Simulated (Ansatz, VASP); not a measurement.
One calculation of Hf, two programs

```
CELL_PARAMETERS angstrom
0.00000 2.15086 5.26991
2.14386 0.00000 5.26991
2.14386 2.15086 0.00000
ATOMIC_POSITIONS crystal
Hf 0.15153 0.15153 0.84847
Hf 0.84847 0.84847 0.15153
```

Alike in both runs: functional r2SCAN; k mesh 18 × 18 × 18; occupations gaussian, width 0.1 eV; no spin polarisation.

Ansatz relaxed the structure, and its values are those at the end. VASP's run is a single point on that final structure, the one shown.

```csv
,VASP,Ansatz
version,VASP 6.6.1,Ansatz 0.2.0
potentials or method,"VASP PAW PBE potentials, release 64 (Hf_pv), cutoff 520 eV","scalar-relativistic, plane waves, PAW"
valence electrons in the cell,20,52
```

|  | VASP | Ansatz | Ansatz less VASP |
| --- | --- | --- | --- |
| gap on the k mesh at the Fermi level (eV) | none | none | - |
| pressure (GPa) | -0.5 | 0.0 | +0.55 |
| rms of the force components (eV/Å) | 0.043 | 0.001 | -0.0422 |

VASP's potentials were made for PBE, not for r2SCAN. A gap of «none» marks a metal or a gap that the smearing closes. VASP's potentials hold 20 valence electrons a cell and Ansatz's 52, so a difference there can come from the potentials and not from the codes.

Spin-orbit coupling is off throughout.
